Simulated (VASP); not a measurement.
Wanted: the native input for a VASP 6.6.1 run.

* Task: single point
* Functional: RPBE
* Potentials or basis: VASP PAW PBE potentials, release 64 (Cs_sv)
* Cutoff: 520 eV
* k mesh: 8 × 8 × 8
* Occupations: fermi-dirac, width 0.1 eV
* Spin: no spin polarisation
* Dipole correction: no
* Further INCAR settings: ALGO = Normal; EDIFF = 1e-06; NBANDS = 10

The structure of Cs lies in POSCAR:

```
Cs
1.0
    0.0000000000      3.9207475161      3.9207475161
    3.9207475161      0.0000000000      3.9207475161
    3.9207475161      3.9207475161      0.0000000000
Cs
1
Direct
    0.0000000000      0.0000000000      0.0000000000
```

This cell differs from its parent crystal: volume scaled by 0.92.

The input as run:

INCAR

```
ALGO = Normal
EDIFF = 1E-6
ENCUT = 520
GGA = RP
ISIF = 2
ISMEAR = -1
LASPH = True
LCHARG = False
LREAL = False
LWAVE = False
NBANDS = 10
NELM = 80
PREC = Accurate
SIGMA = 0.1
```

KPOINTS

```
k-points
0
Gamma
  8 8 8
```

Potentials or basis: VASP PAW PBE potentials, release 64 (Cs_sv).

Command:

```console
$ cat potpaw_PBE.64/Cs_sv/POTCAR > POTCAR
$ mpirun -np 1 vasp_std > vasp.out
```

Results of the run:

The pressure is 0.2 GPa.

Caveat: the PAW data sets were made with another functional, which shifts forces and pressure a little.

It took 16 s on 1 thread of AMD EPYC 9R45 (Zen 5), with other jobs on the host, peak memory 0.21 GiB.
